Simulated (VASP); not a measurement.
A run of VASP 6.6.1 is set up as follows.

The input INCAR:

```
SYSTEM = Fe
PREC = Accurate ; ENCUT = 600
EDIFF = 1E-6 ; ISMEAR = -1
SIGMA = 0.05 ; LREAL = .FALSE.
LASPH = .TRUE. ; NELM = 200
ALGO = Normal ; ISIF = 2
LWAVE = .FALSE. ; LCHARG = .TRUE.
ISPIN = 2 ; MAGMOM = 3
LORBIT = 11 ; LMAXMIX = 4
LELF = .TRUE. ; LVHAR = .TRUE.
NBANDS = 18 ; GGA_COMPAT = .FALSE.
```

KPOINTS

```
regular mesh
0
G
  13 13 13
  0 0 0
```

File POSCAR:

```
Fe
1.0
   -1.4525565699      1.4525565699      1.4525565699
    1.4525565699     -1.4525565699      1.4525565699
    1.4525565699      1.4525565699     -1.4525565699
Fe
1
Direct
    0.0000000000      0.0000000000      0.0000000000
```

Potentials or basis: VASP PAW LDA potentials, release 64 (Fe_sv).

The run is started by

```sh
$ cat potpaw_LDA.64/Fe_sv/POTCAR > POTCAR
$ mpirun -np 1 vasp_std > vasp.out
```

What does it give for the site moments?

Fe +2.16 μB.

Predict the net moment.

2.19 μB per cell.
